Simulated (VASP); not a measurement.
A run of VASP 6.6.1 is set up as follows.

POSCAR

```
Al2O3
1.0
    2.9996979462      0.0000000000      0.0000000000
   -1.4998489731      2.5978146251      0.0000000000
    0.0000000000      0.0000000000      9.7102246384
Al O
2 3
Direct
    0.0000000000      0.0000000000      0.1499923300
    0.0000000000      0.0000000000      0.8500076700
    0.3333333333      0.6666666667      0.2223169200
    0.6666666667      0.3333333333      0.0000000000
    0.3333333333      0.6666666667      0.7776830800
```

The input INCAR.step1:

```
PREC = Accurate
ENCUT = 520
ISMEAR = 0
SIGMA = 0.05
LREAL = F
LASPH = T
NELM = 100
NBANDS = 20
GGA = PE
ALGO = Normal
EDIFF = 1E-4
LWAVE = T
LCHARG = F
```

Contents of INCAR.step2:

```
PREC = Accurate
ENCUT = 520
EDIFF = 1E-6
ISMEAR = 0
SIGMA = 0.05
LREAL = F
LASPH = T
NELM = 100
ALGO = Normal
ISIF = 2
LWAVE = F
LCHARG = F
METAGGA = R2SCAN
LMIXTAU = T
NBANDS = 20
ISTART = 1
```

KPOINTS

```
Automatic mesh
0
Gamma
  12 12 4
```

Potentials or basis: VASP PAW PBE potentials, release 64 (Al, O).

Run with:

```console
$ cat potpaw_PBE.64/Al/POTCAR potpaw_PBE.64/O/POTCAR > POTCAR
$ cp INCAR.step1 INCAR
$ mpirun -np 1 vasp_std > vasp.out
$ cp INCAR.step2 INCAR
$ mpirun -np 1 vasp_std > vasp.out
```

What does it give for the band gap on the k mesh?

4.57 eV, indirect (least direct gap 4.73 eV).

Estimate the largest force.

1.599 eV/Å.

Stress tensor (GPa, compression positive):
```
-20.35   0.00   0.00
  0.00 -20.35   0.00
  0.00   0.00 -11.90
```

Caveat: the cell differs from its parent crystal (strain +0.040 along x and y, +0.040 along z); the PAW data sets were made with another functional, which shifts forces and pressure a little. A k mesh can miss the band edges.
